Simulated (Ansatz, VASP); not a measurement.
One calculation of W, two programs

```
W
1.0
    -1.63723    1.63723    1.59730
     1.63723   -1.63723    1.59730
     1.63723    1.63723   -1.59730
W
1
Direct
  0.00000 0.00000 0.00000
```

Change from the starting cell: strain +0.025 along x and y, +0.000 along z, atoms carried along.

Alike in both runs: task single point; functional PBE; k mesh 20 × 20 × 20; occupations fermi-dirac, width 0.4 eV; no spin polarisation.

|  | VASP | Ansatz |
| --- | --- | --- |
| version | VASP 6.6.1 | Ansatz 0.2.0 |
| potentials or method | VASP PAW PBE potentials, release 64 (W_sv), cutoff 520 eV | scalar-relativistic, plane waves, PAW |
| valence electrons in the cell | 14 | 14 |

VASP gave:

```
gap on the k mesh at the Fermi level (eV)                     : none
pressure (GPa)                                                : -14.0
traceless stress, the component that is largest in VASP (GPa) : 3.73
```

Task: Which values does Ansatz return?

Result: gap on the k mesh at the Fermi level (eV): none; pressure (GPa): -14.3; traceless stress, the component that is largest in VASP (GPa): 3.73.

A gap of «none» marks a metal or a gap that the smearing closes.

Spin-orbit coupling is off throughout.
